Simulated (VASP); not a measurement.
Runs of VASP 6.6.1 on CdTe. The structure is that of space group F-43m (No. 216), or close to it. The cells are those of the table. 

| cell | gap on the mesh (eV) | pressure (GPa) |
| --- | --- | --- |
| a = 4.653, b = 4.653, c = 4.533 Å, angles 60.9, 60.9, 58.3°, 2 atoms | 1.14 | (a) |
| a = 4.601, b = 4.601, c = 4.533 Å, angles 60.5, 60.5, 59.0°, 2 atoms | (b) | 1.8 |
| a = 4.567, b = 4.567, c = 4.533 Å, angles 60.2, 60.2, 59.5°, 2 atoms | 1.32 | 2.6 |
| a = 4.499, b = 4.499, c = 4.533 Å, angles 59.8, 59.8, 60.5°, 2 atoms | 1.40 | 4.2 |
| a = 4.636, b = 4.636, c = 4.533 Å, angles 60.7, 60.7, 58.5°, 2 atoms | 1.18 | 1.1 |

Alike in all rows: task single point; level r2SCAN; potentials or basis VASP PAW PBE potentials, release 64 (Cd, Te); no spin polarisation; k mesh 8 × 8 × 8; cutoff (eV) 520; smearing gaussian 0.05 eV.

Q: Estimate the missing entries.

A: (a) 0.8; (b) 1.25.

Caveats: the PAW data sets were made with another functional, which shifts forces and pressure a little; spin-orbit coupling is left out, which moves the levels of the heavy elements.

A k mesh can miss the band edges, and the runs leave out spin-orbit coupling on Cd, Te.
